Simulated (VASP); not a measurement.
# Lu (Fm-3m) in VASP: further runs, part 2 of 2

VASP 6.6.1. Earlier steps stand in the parts before.

## 3. Single point, r2SCAN (30.37 Å³/atom)

This run uses another cell than the first one, of 30.37 Å³/atom.

POSCAR reads:

```
Lu
1.0
    0.0000000000      2.4761910347      2.4761910347
    2.4761910347      0.0000000000      2.4761910347
    2.4761910347      2.4761910347      0.0000000000
Lu
1
Direct
    0.0000000000      0.0000000000      0.0000000000
```

INCAR.step1 reads:

```
  ALGO = Normal
  EDIFF = 1E-5
  ENCUT = 660
  GGA = PE
  GGA_COMPAT = False
  ISMEAR = -1
  LASPH = True
  LCHARG = False
  LREAL = False
  LWAVE = True
  NBANDS = 18
  NELM = 120
  PREC = Accurate
  SIGMA = 0.1
```

INCAR.step2 reads:

```
  ALGO = Normal
  EDIFF = 1E-6
  ENCUT = 660
  GGA_COMPAT = False
  ISIF = 2
  ISMEAR = -1
  ISTART = 1
  LASPH = True
  LCHARG = True
  LELF = True
  LMIXTAU = True
  LREAL = False
  LVHAR = True
  LWAVE = False
  METAGGA = R2SCAN
  NBANDS = 18
  NELM = 120
  PREC = Accurate
  SIGMA = 0.1
```

KPOINTS reads:

```
k-points
0
Gamma
  13 13 13
```

Potentials or basis: VASP PAW PBE potentials, release 64 (Lu).

The run is started by

```bash
cat potpaw_PBE.64/Lu/POTCAR > POTCAR
cp INCAR.step1 INCAR
mpirun -np 1 vasp_std > vasp.out
cp INCAR.step2 INCAR
mpirun -np 1 vasp_std > vasp.out
```

OUTCAR:

```text
EDIFF = 1E-6
   ENCUT = 660
   ISIF = 2
   ISMEAR = -1
   ISTART = 1
   LASPH = True
   LREAL = False
   METAGGA = R2SCAN
   NELM = 120
   PREC = Accurate

 ion  position               nearest neighbor table
   1  0.000  0.000  0.000-

  LATTYP: Found a face centered cubic cell.
 ALAT       =     4.9523820694

  Lattice vectors:

 A1 = (   0.0000000000,   2.4761910347,   2.4761910347)
 A2 = (   2.4761910347,   0.0000000000,   2.4761910347)
 A3 = (   2.4761910347,   2.4761910347,   0.0000000000)

Analysis of symmetry for initial positions (statically):
=====================================================================
 Subroutine PRICEL returns:
 Original cell was already a primitive cell.

 Routine SETGRP: Setting up the symmetry group for a
 face centered cubic supercell.

 Subroutine GETGRP returns: Found 48 space group operations
 (whereof 48 operations were pure point group operations)
 out of a pool of 48 trial point group operations.

The static configuration has the point symmetry O_h .

Analysis of symmetry for dynamics (positions and initial velocities):
=====================================================================
 Subroutine PRICEL returns:
 Original cell was already a primitive cell.

 Routine SETGRP: Setting up the symmetry group for a
 face centered cubic supercell.

 Subroutine GETGRP returns: Found 48 space group operations
 (whereof 48 operations were pure point group operations)
 out of a pool of 48 trial point group operations.

The dynamic configuration has the point symmetry O_h .

 Subroutine INISYM returns: Found 48 space group operations
 (whereof 48 operations are pure point group operations),
 and found     1 'primitive' translations

[... 103 lines left out ...]
   NELECT =      25.0000    total number of electrons
   NUPDOWN=      -1.0000    fix difference up-down
   EMIN   =  10.00;   EMAX   =-10.00  energy-range for DOS
   EFERMI =   0.00;   METHOD = LEGACY
   ISMEAR =    -1;   SIGMA  =   0.10  broadening in eV -4-tet -1-fermi 0-gaus
   EFERMI_NEDOS =   21; number of points for ismear=-14 and -15
   IALGO  =     38    algorithm
   IMIX   =      4    mixing-type and parameters
     AMIX     =   0.40;   BMIX     =  1.00
     AMIX_MAG =   1.60;   BMIX_MAG =  1.00
  volume/ion in A,a.u.               =      30.37       204.92
  Fermi-wavevector in a.u.,A,eV,Ry     =   1.534360  2.899521 32.031673  2.354262
  Thomas-Fermi vector in A             =   2.641299
   LORBIT       =      0    0 simple, 1 ext, 2 COOP (PROOUT), +10 PAW based schemes
   METAGGA = R2SCAN    functional components
   LHFCALC =     F    Hartree Fock is set to
   AEXX    =    0.0000 exact exchange contribution
   IVDW    =     0    specifies the selected vdW correction
   LEPSILON=     F    determine dielectric tensor
   LRPA    =     F    only Hartree local field effects (RPA)
 non-spin polarized calculation
  energy-cutoff  :      660.00
  volume of cell :       30.37
 maximum number of plane-waves:      1211
 NGX is ok and might be reduce to    30
   NGX = 15   NGY = 15   NGZ = 15

 number of electron      25.0000005 magnetization

 Free energy of the ion-electron system (eV)
  ---------------------------------------------------
  ext. energy  EPLUGINS =         0.00000000
  ---------------------------------------------------
  free energy    TOTEN  =       -38.02433738 eV

  energy without entropy =      -37.97243839  energy(sigma->0) =      -37.99838789

 E-fermi :   2.0510     XC(G=0): -11.3930

 val. band max:        2.0313697233   @ k =  -0.3077   0.3077   0.0000
 cond. band min:       2.0580139541   @ k =  -0.3077   0.2308   0.0769
 fundamental gap:      0.0266442309
 Fermi energy:         2.0509707317

 k-point     1 :       0.0000    0.0000    0.0000
  band No.  band energies     occupation
      1     -55.9753      2.00000
      2     -25.7561      2.00000
      3     -25.7561      2.00000
      4     -25.7561      2.00000
      5      -4.1972      2.00000
      6      -3.2429      2.00000
[... 481 lines left out ...]
      5      -3.2161      2.00000
      6      -3.1966      2.00000
[... 10 lines left out ...]
     17       8.6640      0.00000
     18      10.4579      0.00000

 [... further k-points ...]

------------------------ aborting loop because EDIFF is reached ----------------------------------------

  FORCE on cell =-STRESS in cart. coord.  units (eV):
  Direction    XX          YY          ZZ          XY          YZ          ZX
  --------------------------------------------------------------------------------------
  -------------------------------------------------------------------------------------
  Total       -0.2294357     -0.2294357     -0.2294357      0.0000000      0.0000000      0.0000000
  in kB      -12.1056776    -12.1056776    -12.1056776      0.0000000      0.0000000      0.0000000
  external PRESSURE =     -12.1056776 kB  Pullay stress =       0.0000000 kB

 VOLUME and BASIS-vectors are now :
 -----------------------------------------------------------------------------
  energy-cutoff  :      660.00
  volume of cell :       30.37
      direct lattice vectors                 reciprocal lattice vectors
     0.000000000  2.476191035  2.476191035    -0.201923031  0.201923031  0.201923031
     2.476191035  0.000000000  2.476191035     0.201923031 -0.201923031  0.201923031
     2.476191035  2.476191035  0.000000000     0.201923031  0.201923031 -0.201923031

 POSITION                                       TOTAL-FORCE (eV/Angst)
 -----------------------------------------------------------------------------------
      0.00000      0.00000      0.00000        -0.000000     -0.000000      0.000000
 -----------------------------------------------------------------------------------
    total drift:                               -0.000000     -0.000000      0.000000

  FREE ENERGIE OF THE ION-ELECTRON SYSTEM (eV)
  ---------------------------------------------------
  free  energy   TOTEN  =       -38.0243373808 eV

  energy  without entropy=      -37.9724383928  energy(sigma->0) =      -37.99838789
```

OSZICAR.step1:

```text
N       E                     dE             d eps       ncg     rms          rms(c)
DAV:   1     0.987308821813E+02    0.98731E+02   -0.11741E+04  3730   0.534E+03
DAV:   2     0.257601936118E+01   -0.96155E+02   -0.94001E+02  3150   0.403E+02
DAV:   3    -0.432914284267E+01   -0.69052E+01   -0.68282E+01  3488   0.813E+01
DAV:   4    -0.457528528676E+01   -0.24614E+00   -0.24498E+00  4314   0.121E+01
DAV:   5    -0.458019050563E+01   -0.49052E-02   -0.49018E-02  3582   0.152E+00    0.343E+00
DAV:   6    -0.451797188473E+01    0.62219E-01   -0.17622E-01  4850   0.645E+00    0.163E+00
DAV:   7    -0.450044457652E+01    0.17527E-01   -0.33318E-02  3984   0.143E+00    0.309E-01
DAV:   8    -0.449893263646E+01    0.15119E-02   -0.43471E-03  4802   0.718E-01    0.955E-02
DAV:   9    -0.449907417439E+01   -0.14154E-03   -0.46420E-04  3604   0.272E-01    0.493E-02
DAV:  10    -0.449907393542E+01    0.23897E-06   -0.73710E-05  3858   0.874E-02
   1 F= -.44990739E+01 E0= -.44720430E+01  d E =-.540619E-01
```

It took 2 min on 1 thread of Intel Xeon Platinum 8559C (Emerald Rapids), shared host; peak memory 0.23 GiB.

What came out:

```
Free energy            : -38.0243 eV
Pressure               : -1.2 GPa
Band gap on the k mesh : zero (an odd number of electrons rules out a gap without spin polarisation)
```

Levels at points of the mesh, in eV from the Fermi level:
| k point | band 10 | band 11 | band 12 | band 13 | band 14 | band 15 |
| --- | --- | --- | --- | --- | --- | --- |
| (0.00, 0.00, 0.00) | -5.18 | -5.18 | -5.18 | 2.48 | 2.48 | 2.48 |

Caveat: the PAW data sets were made with another functional, which shifts forces and pressure a little; spin-orbit coupling is left out, which moves the levels of the heavy elements.

The gap in the log of VASP goes by the Fermi energy; the results here count the filled bands.